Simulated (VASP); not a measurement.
# Sb2Au (Fm-3m) in VASP: further runs

Runs on Sb2Au. Level: LDA. Tasks: electric field gradients.

Program: VASP 6.6.1. These are calculated values, not measurements. Logs are shortened: lines on timing, memory, paths and dates and some standing lists are left out, and cuts for length are marked.

## Step 1: The cell of the first run

It takes space group Fm-3m (No. 225, cubic). The conventional cell has a = 6.678 Å, b = 6.678 Å, c = 6.678 Å, α = 90.00°, β = 90.00°, γ = 90.00°. Within 3.8 Å of Sb (site symmetry -43m) lie 4 Au at 2.89 Å and 6 Sb at 3.34 Å. Within 3.8 Å of Au (site symmetry m-3m) lie 8 Sb at 2.89 Å.

## Step 2: Electric field gradients, LDA (24.82 Å³/atom)

Input file INCAR:

```
SYSTEM = Sb2Au
  PREC = Accurate
  ENCUT = 520
  EDIFF = 1E-8
  ISMEAR = -1
  SIGMA = 0.08
  LREAL = .FALSE.
  LASPH = .TRUE.
  NELM = 100
  ALGO = Normal
  ISIF = 2
  LWAVE = .FALSE.
  LCHARG = .FALSE.
  LEFG = .TRUE.
  NBANDS = 18
```

Input file KPOINTS:

```
Automatic mesh
0
G
  9 9 9
  0 0 0
```

Input file POSCAR:

```
Sb2Au
1.0
    0.0000000000      3.3390565596      3.3390565596
    3.3390565596      0.0000000000      3.3390565596
    3.3390565596      3.3390565596      0.0000000000
Sb Au
2 1
Direct
    0.2500000000      0.2500000000      0.2500000000
    0.7500000000      0.7500000000      0.7500000000
    0.0000000000      0.0000000000      0.0000000000
```

Potentials or basis: VASP PAW LDA potentials, release 64 (Sb, Au).

Command:

```
$ cat potpaw_LDA.64/Sb/POTCAR potpaw_LDA.64/Au/POTCAR > POTCAR
$ mpirun -np 1 vasp_std > vasp.out
```

OUTCAR:

```text
SYSTEM = Sb2Au
   PREC = Accurate
   ENCUT = 520
   EDIFF = 1E-8
   ISMEAR = -1
   LREAL = .FALSE.
   LASPH = .TRUE.
   NELM = 100
   ISIF = 2

 ion  position               nearest neighbor table
   1  0.250  0.250  0.250-   3 2.89   3 2.89   3 2.89   3 2.89   2 3.34   2 3.34   2 3.34   2 3.34
                             2 3.34   2 3.34
   2  0.750  0.750  0.750-   3 2.89   3 2.89   3 2.89   3 2.89   1 3.34   1 3.34   1 3.34   1 3.34
                             1 3.34   1 3.34
   3  0.000  0.000  0.000-   1 2.89   2 2.89   2 2.89   2 2.89   2 2.89   1 2.89   1 2.89   1 2.89

  LATTYP: Found a face centered cubic cell.
 ALAT       =     6.6781131192

  Lattice vectors:

 A1 = (   0.0000000000,   3.3390565596,   3.3390565596)
 A2 = (   3.3390565596,   0.0000000000,   3.3390565596)
 A3 = (   3.3390565596,   3.3390565596,   0.0000000000)

Analysis of symmetry for initial positions (statically):
=====================================================================
 Subroutine PRICEL returns:
 Original cell was already a primitive cell.

 Routine SETGRP: Setting up the symmetry group for a
 face centered cubic supercell.

 Subroutine GETGRP returns: Found 48 space group operations
 (whereof 48 operations were pure point group operations)
 out of a pool of 48 trial point group operations.

The static configuration has the point symmetry O_h .

Analysis of symmetry for dynamics (positions and initial velocities):
=====================================================================
 Subroutine PRICEL returns:
 Original cell was already a primitive cell.

 Routine SETGRP: Setting up the symmetry group for a
 face centered cubic supercell.

 Subroutine GETGRP returns: Found 48 space group operations
 (whereof 48 operations were pure point group operations)
 out of a pool of 48 trial point group operations.

The dynamic configuration has the point symmetry O_h .

 Subroutine INISYM returns: Found 48 space group operations
 (whereof 48 operations are pure point group operations),
 and found     1 'primitive' translations

----------------------------------------------------------------------------------------

                                     Primitive cell

  volume of cell :      74.4563

  direct lattice vectors                    reciprocal lattice vectors
     0.000000000  3.339056560  3.339056560    -0.149742896  0.149742896  0.149742896
     3.339056560  0.000000000  3.339056560     0.149742896 -0.149742896  0.149742896
     3.339056560  3.339056560  0.000000000     0.149742896  0.149742896 -0.149742896

  length of vectors
     4.722139072  4.722139072  4.722139072     0.259362304  0.259362304  0.259362304

  position of ions in fractional coordinates (direct lattice)
     0.250000000  0.250000000  0.250000000
     0.750000000  0.750000000  0.750000000
     0.000000000  0.000000000  0.000000000

  ion indices of the primitive-cell ions
   primitive index   ion index
                 1           1
                 2           2
                 3           3

----------------------------------------------------------------------------------------

 KPOINTS: Automatic mesh

Automatic generation of k-mesh.
 Grid dimensions read from file:
 generate k-points for:    9    9    9

 Generating k-lattice:

  Cartesian coordinates                     Fractional coordinates (reciprocal lattice)
    -0.016638100  0.016638100  0.016638100     0.111111111  0.000000000  0.000000000
     0.016638100 -0.016638100  0.016638100     0.000000000  0.111111111  0.000000000
     0.016638100  0.016638100 -0.016638100     0.000000000  0.000000000  0.111111111

  Length of vectors
     0.028818034  0.028818034  0.028818034

  Shift w.r.t. Gamma in fractional coordinates (k-lattice)
     0.000000000  0.000000000  0.000000000

 Subroutine IBZKPT returns following result:
 ===========================================

 Found     35 irreducible k-points:

 Following reciprocal coordinates:
            Coordinates               Weight
  0.000000  0.000000  0.000000      1.000000
  0.111111  0.000000  0.000000      8.000000
  0.222222  0.000000  0.000000      8.000000
  0.333333  0.000000  0.000000      8.000000
  0.444444  0.000000  0.000000      8.000000
  0.111111  0.111111  0.000000      6.000000
[... 16 lines left out ...]
 -0.333333  0.333333  0.000000     12.000000
  0.444444  0.444444  0.000000      6.000000
 [... further k-points ...]
   k-points           NKPTS =     35   k-points in BZ     NKDIM =     35   number of bands    NBANDS=     18
   number of dos      NEDOS =    301   number of ions     NIONS =      3
   total plane-waves  NPLWV =  46656
   dimension x,y,z NGX =    36 NGY =   36 NGZ =   36
   dimension x,y,z NGXF=    72 NGYF=   72 NGZF=   72
   ions per type =               2   1
   NGX,Y,Z   is equivalent  to a cutoff of  12.67, 12.67, 12.67 a.u.
   NGXF,Y,Z  is equivalent  to a cutoff of  25.35, 25.35, 25.35 a.u.
 SYSTEM =  Sb2Au
   PREC   = accura    normal or accurate (medium, high low for compatibility)
   ISTART =      0    job   : 0-new  1-cont  2-samecut
   ICHARG =      2    charge: 1-file 2-atom 10-const
   ISPIN  =      1    spin polarized calculation?
   LNONCOLLINEAR =      F non collinear calculations
   LSORBIT =      F    spin-orbit coupling
   LASPH  =      T    aspherical Exc in radial PAW
   ENCUT  =  520.0 eV  38.22 Ry    6.18 a.u.   8.78  8.78  8.78*2*pi/ulx,y,z
   NELM   =    100;   NELMIN=  2; NELMDL= -5     # of ELM steps
   EDIFF  = 0.1E-07   stopping-criterion for ELM
   LREAL  =      F    real-space projection
   EDIFFG = 0.1E-06   stopping-criterion for IOM
   NSW    =      0    number of steps for IOM
   IBRION =     -1    ionic relax: 0-MD 1-quasi-New 2-CG
   NFREE  =      0    steps in history (QN), initial steepest desc. (CG)
   ISIF   =      2    stress and relaxation
   ISYM   =      2    0-nonsym 1-usesym 2-fastsym
   POTIM  = 0.5000    time-step for ionic-motion
   TEBEG  =    0.0;   TEEND  =   0.0 temperature during run
   PSTRESS=    0.0 pullay stress
   NELECT =      21.0000    total number of electrons
   NUPDOWN=      -1.0000    fix difference up-down
   EMIN   =  10.00;   EMAX   =-10.00  energy-range for DOS
   EFERMI =   0.00;   METHOD = LEGACY
   ISMEAR =    -1;   SIGMA  =   0.08  broadening in eV -4-tet -1-fermi 0-gaus
   EFERMI_NEDOS =   21; number of points for ismear=-14 and -15
   IALGO  =     38    algorithm
   IMIX   =      4    mixing-type and parameters
     AMIX     =   0.40;   BMIX     =  1.00
     AMIX_MAG =   1.60;   BMIX_MAG =  1.00
  volume/ion in A,a.u.               =      24.82       167.49
  Fermi-wavevector in a.u.,A,eV,Ry     =   1.073612  2.028833 15.682666  1.152643
  Thomas-Fermi vector in A             =   2.209417
   LORBIT       =      0    0 simple, 1 ext, 2 COOP (PROOUT), +10 PAW based schemes
   GGA     = CA    functional components
   LHFCALC =     F    Hartree Fock is set to
   AEXX    =    0.0000 exact exchange contribution
   IVDW    =     0    specifies the selected vdW correction
   LEPSILON=     F    determine dielectric tensor
   LRPA    =     F    only Hartree local field effects (RPA)
 non-spin polarized calculation
  energy-cutoff  :      520.00
  volume of cell :       74.46
 maximum number of plane-waves:      2017
   NGX = 17   NGY = 17   NGZ = 17

 number of electron      21.0000000 magnetization

 Free energy of the ion-electron system (eV)
  ---------------------------------------------------
  ext. energy  EPLUGINS =         0.00000000
  ---------------------------------------------------
  free energy    TOTEN  =       -13.87482432 eV

  energy without entropy =      -13.85032219  energy(sigma->0) =      -13.86257326

 E-fermi :   8.4730     XC(G=0): -10.6052

 val. band max:        8.4083232419   @ k =  -0.1111   0.1111   0.0000
 cond. band min:       8.5052314174   @ k =   0.3333   0.1111   0.0000
 fundamental gap:      0.0969081755
 Fermi energy:         8.4730138014

 k-point     1 :       0.0000    0.0000    0.0000
  band No.  band energies     occupation
      1      -4.4192      2.00000
      2       1.6498      2.00000
      3       1.9335      2.00000
      4       1.9335      2.00000
      5       1.9335      2.00000
      6       3.2109      2.00000
[... 481 lines left out ...]
      5       2.8116      2.00000
      6       3.3194      2.00000
[... 10 lines left out ...]
     17      16.5355      0.00000
     18      16.5355      0.00000

 [... further k-points ...]

------------------------ aborting loop because EDIFF is reached ----------------------------------------

  FORCE on cell =-STRESS in cart. coord.  units (eV):
  Direction    XX          YY          ZZ          XY          YZ          ZX
  --------------------------------------------------------------------------------------
  -------------------------------------------------------------------------------------
  Total        0.9825547      0.9825547      0.9825547      0.0000000      0.0000000      0.0000000
  in kB       21.1429708     21.1429708     21.1429708      0.0000000      0.0000000      0.0000000
  external PRESSURE =      21.1429708 kB  Pullay stress =       0.0000000 kB

 VOLUME and BASIS-vectors are now :
 -----------------------------------------------------------------------------
  energy-cutoff  :      520.00
  volume of cell :       74.46
      direct lattice vectors                 reciprocal lattice vectors
     0.000000000  3.339056560  3.339056560    -0.149742896  0.149742896  0.149742896
     3.339056560  0.000000000  3.339056560     0.149742896 -0.149742896  0.149742896
     3.339056560  3.339056560  0.000000000     0.149742896  0.149742896 -0.149742896

 POSITION                                       TOTAL-FORCE (eV/Angst)
 -----------------------------------------------------------------------------------
      1.66953      1.66953      1.66953        -0.000000     -0.000000     -0.000000
      5.00858      5.00858      5.00858         0.000000      0.000000      0.000000
      0.00000      0.00000      0.00000         0.000000      0.000000      0.000000
 -----------------------------------------------------------------------------------
    total drift:                               -0.000000      0.000000      0.000000

  FREE ENERGIE OF THE ION-ELECTRON SYSTEM (eV)
  ---------------------------------------------------
  free  energy   TOTEN  =       -13.8748243241 eV

  energy  without entropy=      -13.8503221883  energy(sigma->0) =      -13.86257326

 Electric field gradients (V/A^2)
---------------------------------------------------------------------
 ion       V_xx      V_yy      V_zz      V_xy      V_xz      V_yz
---------------------------------------------------------------------
   1       0.000    -0.000    -0.000     0.000     0.000     0.000
   2      -0.000    -0.000    -0.000     0.000     0.000     0.000
   3       0.000     0.000    -0.000     0.001     0.001     0.001
---------------------------------------------------------------------

 Electric field gradients after diagonalization (V/A^2)
 (convention: |V_zz| > |V_xx| > |V_yy|)
----------------------------------------------------------------------
 ion       V_xx      V_yy      V_zz     asymmetry (V_yy - V_xx)/ V_zz
----------------------------------------------------------------------
   1      -0.000    -0.000     0.000       0.000
   2      -0.000    -0.000     0.000       0.000
   3      -0.001    -0.001     0.001       0.000
----------------------------------------------------------------------

           NMR quadrupolar parameters

 Cq : quadrupolar parameter    Cq=e*Q*V_zz/h
 eta: asymmetry parameters     (V_yy - V_xx)/ V_zz
 Q  : nuclear electric quadrupole moment in mb (millibarn)
----------------------------------------------------------------------
 ion       Cq(MHz)       eta       Q (mb)
----------------------------------------------------------------------
   1       0.000       0.000       1.000
   2       0.000       0.000       1.000
   3       0.000       0.000       1.000
----------------------------------------------------------------------
```

Run time: 76 s. Hardware: 1 thread of Intel Xeon 8259CL, shared host; peak memory 0.2 GiB.

Results:

```yaml
Free_energy: -13.8748 eV
Pressure: 2.1 GPa
Band_gap_on_the_k_mesh: zero (an odd number of electrons rules out a gap without spin polarisation)
Largest_electric_field_gradient_by_atom: under 0.05 V/Å² on every atom
```

Caveat: spin-orbit coupling is left out, which moves the levels of the heavy elements; an odd number of electrons without spin polarisation forces a metal; a magnetic or distorted state may lie lower.

[end of part 1 of 2]

The gap in the log of VASP goes by the Fermi energy; the results here count the filled bands.